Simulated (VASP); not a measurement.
# As in VASP: notebook

The runs below take As through single point, with PBE+D3(BJ).

Program: VASP 6.6.1. These are calculated values, not measurements. Logs are shortened: lines on timing, memory, paths and dates and some standing lists are left out, and cuts for length are marked.

**1. The cell of the first run**

The cell holds a slab with vacuum, 2 atoms: a = 3.348 Å, b = 3.348 Å, c = 28.574 Å, α = 90.00°, β = 90.00°, γ = 120.00°.

**2. Single point, PBE+D3(BJ)**

Input file INCAR:

```
SYSTEM = As
  PREC = Accurate
  ENCUT = 520
  EDIFF = 1E-6
  ISMEAR = 0
  SIGMA = 0.02
  LREAL = .False.
  LASPH = .True.
  NELM = 80
  ALGO = Normal
  ISIF = 2
  LWAVE = .False.
  LCHARG = .True.
  LDIPOL = .True.
  IDIPOL = 3
  DIPOL = 0.5 0.5 0.500
  GGA = PE
  IVDW = 12
  LELF = .True.
  LVHAR = .True.
  LVACPOTAV = .True.
  NBANDS = 12
```

Input file KPOINTS:

```
regular mesh
0
Gamma
  9 9 1
  0 0 0
```

Input file POSCAR:

```
As
1.0
    3.3480000000      0.0000000000      0.0000000000
   -1.6740000000      2.8994530519      0.0000000000
    0.0000000000      0.0000000000     28.5742413766
As
2
Direct
    0.3333333333      0.6666666667      0.4633236107
    0.6666666667      0.3333333333      0.5366763893
```

Potentials or basis: VASP PAW PBE potentials, release 64 (As).

The run is started by

```console
> cat potpaw_PBE.64/As/POTCAR > POTCAR
> mpirun -np 1 vasp_std > vasp.out
```

OUTCAR:

```text
SYSTEM = As
   PREC = Accurate
   ENCUT = 520
   EDIFF = 1E-6
   ISMEAR = 0
   LREAL = .False.
   LASPH = .True.
   NELM = 80
   ISIF = 2
   GGA = PE
   IVDW = 12
 IVDW          = 12

 ion  position               nearest neighbor table
   1  0.333  0.667  0.463-   2 2.85   2 2.85   2 2.85
   2  0.667  0.333  0.537-   1 2.85   1 2.85   1 2.85

  LATTYP: Found a hexagonal cell.
 ALAT       =     3.3480000000
 C/A-ratio  =     8.5347196465

  Lattice vectors:

 A1 = (   3.3480000000,   0.0000000000,   0.0000000000)
 A2 = (  -1.6740000000,   2.8994530519,   0.0000000000)
 A3 = (   0.0000000000,   0.0000000000,  28.5742413766)

Analysis of symmetry for initial positions (statically):
=====================================================================
 Subroutine PRICEL returns:
 Original cell was already a primitive cell.

 Routine SETGRP: Setting up the symmetry group for a
 hexagonal supercell.

 Subroutine GETGRP returns: Found 12 space group operations
 (whereof 12 operations were pure point group operations)
 out of a pool of 24 trial point group operations.

The static configuration has the point symmetry D_3d.

Analysis of symmetry for dynamics (positions and initial velocities):
=====================================================================
 Subroutine PRICEL returns:
 Original cell was already a primitive cell.

 Routine SETGRP: Setting up the symmetry group for a
 hexagonal supercell.

 Subroutine GETGRP returns: Found 12 space group operations
 (whereof 12 operations were pure point group operations)
 out of a pool of 24 trial point group operations.

The dynamic configuration has the point symmetry D_3d.

 Subroutine INISYM returns: Found 12 space group operations
 (whereof 12 operations are pure point group operations),
 and found     1 'primitive' translations

----------------------------------------------------------------------------------------

                                     Primitive cell

  volume of cell :     277.3807

  direct lattice vectors                    reciprocal lattice vectors
     3.348000000  0.000000000  0.000000000     0.298685783  0.172446317  0.000000000
    -1.674000000  2.899453052  0.000000000     0.000000000  0.344892634  0.000000000
     0.000000000  0.000000000 28.574241377     0.000000000  0.000000000  0.034996555

  length of vectors
     3.348000000  3.348000000 28.574241377     0.344892634  0.344892634  0.034996555

  position of ions in fractional coordinates (direct lattice)
     0.333333333  0.666666667  0.463323611
     0.666666667  0.333333333  0.536676389

  ion indices of the primitive-cell ions
   primitive index   ion index
                 1           1
                 2           2

----------------------------------------------------------------------------------------

 KPOINTS: regular mesh

Automatic generation of k-mesh.
 Grid dimensions read from file:
 generate k-points for:    9    9    1

 Generating k-lattice:

  Cartesian coordinates                     Fractional coordinates (reciprocal lattice)
     0.033187309  0.019160702  0.000000000     0.111111111  0.000000000  0.000000000
     0.000000000  0.038321404  0.000000000     0.000000000  0.111111111  0.000000000
     0.000000000  0.000000000  0.034996555     0.000000000  0.000000000  1.000000000

  Length of vectors
     0.038321404  0.038321404  0.034996555

  Shift w.r.t. Gamma in fractional coordinates (k-lattice)
     0.000000000  0.000000000  0.000000000

 Subroutine IBZKPT returns following result:
 ===========================================

 Found     12 irreducible k-points:

 Following reciprocal coordinates:
            Coordinates               Weight
  0.000000  0.000000  0.000000      1.000000
  0.111111  0.000000  0.000000      6.000000
  0.222222  0.000000  0.000000      6.000000
  0.333333  0.000000  0.000000      6.000000
  0.444444  0.000000  0.000000      6.000000
  0.111111  0.111111  0.000000      6.000000
  0.222222  0.111111  0.000000     12.000000
  0.333333  0.111111  0.000000     12.000000
  0.444444  0.111111  0.000000      6.000000
  0.222222  0.222222  0.000000      6.000000
  0.333333  0.222222  0.000000     12.000000
  0.333333  0.333333  0.000000      2.000000
   k-points           NKPTS =     12   k-points in BZ     NKDIM =     12   number of bands    NBANDS=     12
   number of dos      NEDOS =    301   number of ions     NIONS =      2
   total plane-waves  NPLWV = 169344
   dimension x,y,z NGX =    28 NGY =   28 NGZ =  216
   dimension x,y,z NGXF=    56 NGYF=   56 NGZF=  432
   ions per type =               2
   NGX,Y,Z   is equivalent  to a cutoff of  13.90, 13.90, 12.57 a.u.
   NGXF,Y,Z  is equivalent  to a cutoff of  27.81, 27.81, 25.13 a.u.
 SYSTEM =  As
   PREC   = accura    normal or accurate (medium, high low for compatibility)
   ISTART =      0    job   : 0-new  1-cont  2-samecut
   ICHARG =      2    charge: 1-file 2-atom 10-const
   ISPIN  =      1    spin polarized calculation?
   LNONCOLLINEAR =      F non collinear calculations
   LSORBIT =      F    spin-orbit coupling
   LASPH  =      T    aspherical Exc in radial PAW
   ENCUT  =  520.0 eV  38.22 Ry    6.18 a.u.   6.23  6.23 53.13*2*pi/ulx,y,z
   NELM   =     80;   NELMIN=  2; NELMDL= -5     # of ELM steps
   EDIFF  = 0.1E-05   stopping-criterion for ELM
   LREAL  =      F    real-space projection
   EDIFFG = 0.1E-04   stopping-criterion for IOM
   NSW    =      0    number of steps for IOM
   IBRION =     -1    ionic relax: 0-MD 1-quasi-New 2-CG
   NFREE  =      0    steps in history (QN), initial steepest desc. (CG)
   ISIF   =      2    stress and relaxation
   ISYM   =      2    0-nonsym 1-usesym 2-fastsym
   POTIM  = 0.5000    time-step for ionic-motion
   TEBEG  =    0.0;   TEEND  =   0.0 temperature during run
   PSTRESS=    0.0 pullay stress
   NELECT =      10.0000    total number of electrons
   NUPDOWN=      -1.0000    fix difference up-down
   EMIN   =  10.00;   EMAX   =-10.00  energy-range for DOS
   EFERMI =   0.00;   METHOD = LEGACY
   ISMEAR =     0;   SIGMA  =   0.02  broadening in eV -4-tet -1-fermi 0-gaus
   EFERMI_NEDOS =   21; number of points for ismear=-14 and -15
   IALGO  =     38    algorithm
   IMIX   =      4    mixing-type and parameters
     AMIX     =   0.40;   BMIX     =  1.00
     AMIX_MAG =   1.60;   BMIX_MAG =  1.00
  volume/ion in A,a.u.               =     138.69       935.93
  Fermi-wavevector in a.u.,A,eV,Ry     =   0.540816  1.021994  3.979456  0.292482
  Thomas-Fermi vector in A             =   1.568118
   LORBIT       =      0    0 simple, 1 ext, 2 COOP (PROOUT), +10 PAW based schemes
   GGA     = PE    functional components
   LHFCALC =     F    Hartree Fock is set to
   AEXX    =    0.0000 exact exchange contribution
   IVDW    =    12    specifies the selected vdW correction
   LEPSILON=     F    determine dielectric tensor
   LRPA    =     F    only Hartree local field effects (RPA)
 non-spin polarized calculation
 Gauss-broadening in eV      SIGMA  =   0.02
  energy-cutoff  :      520.00
  volume of cell :      277.38
 maximum number of plane-waves:      7523
 NGX is ok and might be reduce to    28
   NGX = 13   NGY = 13   NGZ =107

 number of electron      10.0000000 magnetization

 dipolmoment           0.000000      0.000000     -0.000000 electrons x Angstroem

 Free energy of the ion-electron system (eV)
  ---------------------------------------------------
  ext. energy  EPLUGINS =         0.00000000
  ---------------------------------------------------
  free energy    TOTEN  =        -7.90957412 eV

  energy without entropy =       -7.90790245  energy(sigma->0) =       -7.90873829

 E-fermi :  -2.8870     XC(G=0):  -2.1309

 val. band max:       -2.8870086430   @ k =   0.3333   0.1111   0.0000
 cond. band min:      -2.7842661108   @ k =   0.3333   0.0000   0.0000
 fundamental gap:      0.1027425322
 Fermi energy:        -2.8870086416

 k-point     1 :       0.0000    0.0000    0.0000
  band No.  band energies     occupation
      1     -16.2144      2.00000
      2     -12.9640      2.00000
      3      -6.1159      2.00000
      4      -1.4554      0.00000
      5      -0.9554      0.00000
      6      -0.9554      0.00000
      7       0.6242      0.00000
      8       0.6242      0.00000
      9       1.0968      0.00000
     10       1.4603      0.00000
     11       1.5757      0.00000
     12       2.0815      0.00000

 k-point     2 :       0.1111    0.0000    0.0000
  band No.  band energies     occupation
      1     -16.0288      2.00000
      2     -12.8271      2.00000
      3      -5.9532      2.00000
      4      -2.6704      0.00000
      5      -1.3830      0.00000
      6      -0.9136      0.00000
      7      -0.2403      0.00000
      8       0.6267      0.00000
      9       1.3346      0.00000
     10       1.6920      0.00000
     11       1.7988      0.00000
     12       2.3084      0.00000

 k-point     3 :       0.2222    0.0000    0.0000
  band No.  band energies     occupation
      1     -15.4854      2.00000
      2     -12.4665      2.00000
      3      -5.5268      2.00000
      4      -4.8210      2.00000
      5      -2.1484      0.00000
      6      -2.0760      0.00000
      7      -0.5421      0.00000
      8       0.3861      0.00000
      9       1.9680      0.00000
     10       2.1520      0.00000
     11       2.4557      0.00000
     12       2.8176      0.00000

 k-point     4 :       0.3333    0.0000    0.0000
  band No.  band energies     occupation
      1     -14.6415      2.00000
      2     -12.0992      2.00000
      3      -6.6360      2.00000
      4      -5.3092      2.00000
      5      -3.2948      2.00000
      6      -2.7843      0.00000
      7      -0.6410      0.00000
      8       0.0184      0.00000
      9       2.5737      0.00000
     10       2.7823      0.00000
     11       3.3655      0.00000
     12       3.5951      0.00000

 k-point     5 :       0.4444    0.0000    0.0000
  band No.  band energies     occupation
      1     -13.7186      2.00000
      2     -12.1623      2.00000
      3      -7.4321      2.00000
      4      -6.0638      2.00000
      5      -3.1286      2.00000
      6      -2.9612      2.00000
      7      -1.3296      0.00000
      8      -0.2224      0.00000
      9       2.3956      0.00000
     10       3.5629      0.00000
     11       4.5359      0.00000
     12       5.0626      0.00000

 k-point     6 :       0.1111    0.1111    0.0000
  band No.  band energies     occupation
      1     -15.6639      2.00000
      2     -12.5766      2.00000
      3      -5.6541      2.00000
      4      -4.0498      2.00000
      5      -2.6804      0.00000
      6      -0.8797      0.00000
      7      -0.5820      0.00000
      8       0.0541      0.00000
      9       1.7727      0.00000
     10       2.0557      0.00000
     11       2.2397      0.00000
     12       2.6796      0.00000

 k-point     7 :       0.2222    0.1111    0.0000
  band No.  band energies     occupation
      1     -14.9652      2.00000
      2     -12.1953      2.00000
      3      -5.7812      2.00000
      4      -5.2591      2.00000
      5      -3.8855      2.00000
      6      -2.1113      0.00000
      7      -0.6665      0.00000
      8      -0.2537      0.00000
      9       2.5423      0.00000
     10       2.6220      0.00000
     11       3.1143      0.00000
     12       3.3976      0.00000

 k-point     8 :       0.3333    0.1111    0.0000
  band No.  band energies     occupation
      1     -14.0395      2.00000
      2     -12.0292      2.00000
      3      -7.0462      2.00000
      4      -5.6407      2.00000
      5      -4.1384      2.00000
      6      -2.8870      1.00000
      7      -1.0916      0.00000
      8      -0.4912      0.00000
      9       3.1093      0.00000
     10       3.5572      0.00000
     11       4.1114      0.00000
     12       4.4519      0.00000

 k-point     9 :       0.4444    0.1111    0.0000
  band No.  band energies     occupation
      1     -13.3923      2.00000
      2     -12.2436      2.00000
      3      -7.3495      2.00000
      4      -6.1537      2.00000
      5      -4.2210      2.00000
      6      -2.7521      0.00000
      7      -1.1385      0.00000
      8      -0.9899      0.00000
      9       3.1830      0.00000
     10       4.4375      0.00000
     11       4.6998      0.00000
     12       5.4744      0.00000

 k-point    10 :       0.2222    0.2222    0.0000
  band No.  band energies     occupation
      1     -14.1639      2.00000
      2     -11.9806      2.00000
      3      -6.3881      2.00000
      4      -5.7766      2.00000
      5      -4.7946      2.00000
      6      -2.3155      0.00000
      7      -2.1670      0.00000
      8      -0.2212      0.00000
      9       3.1875      0.00000
     10       3.6141      0.00000
     11       4.2004      0.00000
     12       4.4258      0.00000

 k-point    11 :       0.3333    0.2222    0.0000
  band No.  band energies     occupation
      1     -13.2781      2.00000
      2     -12.1541      2.00000
      3      -6.9097      2.00000
      4      -6.0692      2.00000
      5      -5.3427      2.00000
      6      -3.0698      2.00000
      7      -1.8528      0.00000
      8      -0.7490      0.00000
      9       3.9138      0.00000
     10       4.4683      0.00000
     11       5.4637      0.00000
     12       5.7982      0.00000

 k-point    12 :       0.3333    0.3333    0.0000
  band No.  band energies     occupation
      1     -12.5786      2.00000
      2     -12.5786      2.00000
      3      -6.8200      2.00000
      4      -5.9639      2.00000
      5      -5.9639      2.00000
      6      -3.7002      2.00000
      7      -1.2872      0.00000
      8      -1.2872      0.00000
      9       3.7751      0.00000
     10       5.5979      0.00000
     11       5.5979      0.00000
     12       6.1765      0.00000

------------------------ aborting loop because EDIFF is reached ----------------------------------------

 Edisp (eV)   -0.45431

 E8    (eV) :    -0.2046

  FORCE on cell =-STRESS in cart. coord.  units (eV):
  Direction    XX          YY          ZZ          XY          YZ          ZX
  --------------------------------------------------------------------------------------
  -------------------------------------------------------------------------------------
  Total      -3.60737    -3.60737    -3.14872    -0.00000     0.00000     0.00000
  in kB     -20.83652   -20.83652   -18.18733    -0.00000     0.00000     0.00000
  external pressure =      -19.95 kB  Pullay stress =        0.00 kB

 VOLUME and BASIS-vectors are now :
 -----------------------------------------------------------------------------
  energy-cutoff  :      520.00
  volume of cell :      277.38
      direct lattice vectors                 reciprocal lattice vectors
     3.348000000  0.000000000  0.000000000     0.298685783  0.172446317  0.000000000
    -1.674000000  2.899453052  0.000000000     0.000000000  0.344892634  0.000000000
     0.000000000  0.000000000 28.574241377     0.000000000  0.000000000  0.034996555

 POSITION                                       TOTAL-FORCE (eV/Angst)
 -----------------------------------------------------------------------------------
     -0.00000      1.93297     13.23912        -0.000000      0.000000      1.501553
      1.67400      0.96648     15.33512         0.000000     -0.000000     -1.501553
 -----------------------------------------------------------------------------------
    total drift:                               -0.000000     -0.000000      0.000000

  FREE ENERGIE OF THE ION-ELECTRON SYSTEM (eV)
  ---------------------------------------------------
  free  energy   TOTEN  =        -8.3638872636 eV

  energy  without entropy=       -8.3622155899  energy(sigma->0) =       -8.36305143

 vacuum level on the upper side and lower side of the slab         1.484         1.484
```

It took 2.9 min on 1 thread of Intel Xeon Platinum 8259CL at 2.50GHz (Skylake/Cascade Lake), shared host; peak memory 0.41 GiB.

Results:

```
Free energy                : -8.3639 eV
Largest force              : 1.502 eV/Å
Band gap on the k mesh     : zero (band 5 reaches -0.96 eV, above the bottom of band 6 at -3.70 eV)
Dispersion energy per atom : -0.227 eV
```

Forces in eV/Å, atoms in the order of the input:
```
As   0.000  0.000  1.502
As   0.000  0.000 -1.502
```

**3. Single point, PBE+D3(BJ)**

This run uses another cell than the first one, of 143.54 Å³/atom, 1.035 times its volume.

Input file INCAR:

```
PREC = Accurate
ENCUT = 520
EDIFF = 1E-6
ISMEAR = 0
SIGMA = 0.02
LREAL = F
LASPH = T
NELM = 80
ALGO = Normal
ISIF = 2
LWAVE = F
LCHARG = T
LDIPOL = T
IDIPOL = 3
DIPOL = 0.5 0.5 0.500
GGA = PE
IVDW = 12
LELF = T
LVHAR = T
LVACPOTAV = T
NBANDS = 12
```

Input file KPOINTS:

```
Automatic mesh
0
Gamma
  9 9 1
```

Input file POSCAR:

```
As
1.0
    3.4060000000      0.0000000000      0.0000000000
   -1.7030000000      2.9496825253      0.0000000000
    0.0000000000      0.0000000000     28.5742413766
As
2
Direct
    0.3333333333      0.6666666667      0.4895185319
    0.6666666667      0.3333333333      0.5104814681
```

Potentials or basis: VASP PAW PBE potentials, release 64 (As).

The run is started by

```console
> cat potpaw_PBE.64/As/POTCAR > POTCAR
> mpirun -np 1 vasp_std > vasp.out
```

It took 3 min on 1 thread of Intel Xeon Platinum 8259CL at 2.50GHz (Skylake/Cascade Lake), shared host; peak memory 0.41 GiB.

Results (log left out):

```
Free energy                : -4.6679 eV
Largest force              : 8.152 eV/Å
Band gap on the k mesh     : zero (band 5 reaches -1.85 eV, above the bottom of band 6 at -3.41 eV)
Dispersion energy per atom : -0.243 eV
```

Forces on the atoms (eV/Å):
```
As   0.000  0.000 -8.152
As   0.000  0.000  8.152
```

Levels at points of the mesh, in eV from the Fermi level:
```csv
k point,band 2,band 3,band 4,band 5,band 6,band 7,band 8,band 9
"(0.00, 0.00, 0.00)",-7.36,-4.36,-4.36,-0.46,0.33,1.47,1.47,3.28
```

**4. Single point, PBE+D3(BJ)**

This run uses another cell than the first one, of 143.54 Å³/atom, 1.035 times its volume.

Input file INCAR:

```
PREC = Accurate ; ENCUT = 520
EDIFF = 1E-7 ; ISMEAR = 0
SIGMA = 0.02 ; LREAL = False
LASPH = True ; NELM = 60
ALGO = Normal ; ISIF = 2
LWAVE = False ; LCHARG = False
LDIPOL = True ; IDIPOL = 3
DIPOL = 0.5 0.5 0.500 ; GGA = PE
IVDW = 12 ; NBANDS = 12
```

Input file KPOINTS:

```
regular mesh
0
Gamma
  9 9 1
```

Input file POSCAR:

```
As
1.0
    3.4060000000      0.0000000000      0.0000000000
   -1.7030000000      2.9496825253      0.0000000000
    0.0000000000      0.0000000000     28.5742413766
As
2
Direct
    0.3333333333      0.6666666667      0.4790370638
    0.6666666667      0.3333333333      0.5209629362
```

The run is started by

```console
> cat potpaw_PBE.64/As/POTCAR > POTCAR
> mpirun -np 1 vasp_std > vasp.out
```

Wall time 2.5 min (1 thread of Intel Xeon Platinum 8259CL at 2.50GHz (Skylake/Cascade Lake), shared host); peak memory 0.42 GiB.

Results (log left out):

| Quantity | Value |
| --- | --- |
| Free energy | -9.1147 eV |
| Largest force | 4.259 eV/Å |
| Band gap on the k mesh | 1.64 eV, indirect (least direct gap 2.03 eV) |
| Dispersion energy per atom | -0.236 eV |

Forces in eV/Å, atoms in the order of the input:
```
As   0.000  0.000 -4.259
As   0.000  0.000  4.259
```

Levels at points of the mesh, in eV from the valence-band top:
```tsv
k point	band 3	band 4	band 5	band 6	band 7	band 8
(0.00, 0.00, 0.00)	-0.47	-0.47	-0.28	2.49	3.84	3.84
```
